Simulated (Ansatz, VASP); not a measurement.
One calculation of Pd, two programs

```xyz
1
Lattice="-1.5377 1.5377 1.5377 1.5377 -1.5377 1.5377 1.5377 1.5377 -1.5377" Properties=species:S:1:pos:R:3 pbc="T T T"
Pd    0.0000    0.0000    0.0000
```

Alike in both runs: task single point; functional revPBE; k mesh 16 × 16 × 16; occupations fermi-dirac, width 0.1 eV; no spin polarisation.

|  | VASP | Ansatz |
| --- | --- | --- |
| version | VASP 6.6.1 | Ansatz 0.2.0 |
| potentials or method | VASP PAW PBE potentials, release 64 (Pd), cutoff 500 eV | plane waves (420 eV) with PAW, scalar-relativistic |
| valence electrons in the cell | 10 | 18 |

|  | VASP | Ansatz | Ansatz less VASP |
| --- | --- | --- | --- |
| pressure (GPa) | 15.1 | 15.5 | +0.33 |

VASP's potentials were made for PBE, not for revPBE. VASP's potentials hold 10 valence electrons a cell and Ansatz's 18, so a difference there can come from the potentials and not from the codes.
